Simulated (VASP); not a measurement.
A run of VASP 6.6.1 is set up as follows.

The input POSCAR:

```
CdTe
1.0
    0.0000000000      3.2799551161      3.2799551161
    3.2799551161      0.0000000000      3.2799551161
    3.2799551161      3.2799551161      0.0000000000
Cd Te
1 1
Direct
    0.0000000000      0.0000000000      0.0000000000
    0.2500000000      0.2500000000      0.2500000000
```

INCAR.step1

```
PREC = Accurate
ENCUT = 520
EDIFF = 1E-5
ISMEAR = 0
SIGMA = 0.01
LREAL = F
LASPH = T
NELM = 60
ALGO = Normal
ISIF = 2
LWAVE = T
LCHARG = F
NBANDS = 16
GGA = PE
```

Contents of INCAR.step2:

```
PREC = Accurate
ENCUT = 520
EDIFF = 1E-6
ISMEAR = 0
SIGMA = 0.01
LREAL = F
LASPH = T
NELM = 60
ALGO = Normal
ISIF = 2
LWAVE = F
LCHARG = F
GGA = PE
LHFCALC = T
AEXX = 0.25
PRECFOCK = Normal
NBANDS = 16
ISTART = 1
```

KPOINTS

```
regular mesh
0
Gamma
  4 4 4
```

Potentials or basis: VASP PAW PBE potentials, release 64 (Cd, Te).

Command:

```bash
$ cat potpaw_PBE.64/Cd/POTCAR potpaw_PBE.64/Te/POTCAR > POTCAR
$ cp INCAR.step1 INCAR
$ mpirun -np 1 vasp_std > vasp.out
$ cp INCAR.step2 INCAR
$ mpirun -np 1 vasp_std > vasp.out
```

What does it give for the band gap on the k mesh?

2.12 eV.

Predict the pressure.

0.0 GPa.

Caveat: the PAW data sets were made with another functional, which shifts forces and pressure a little; spin-orbit coupling is left out, which moves the levels of the heavy elements.
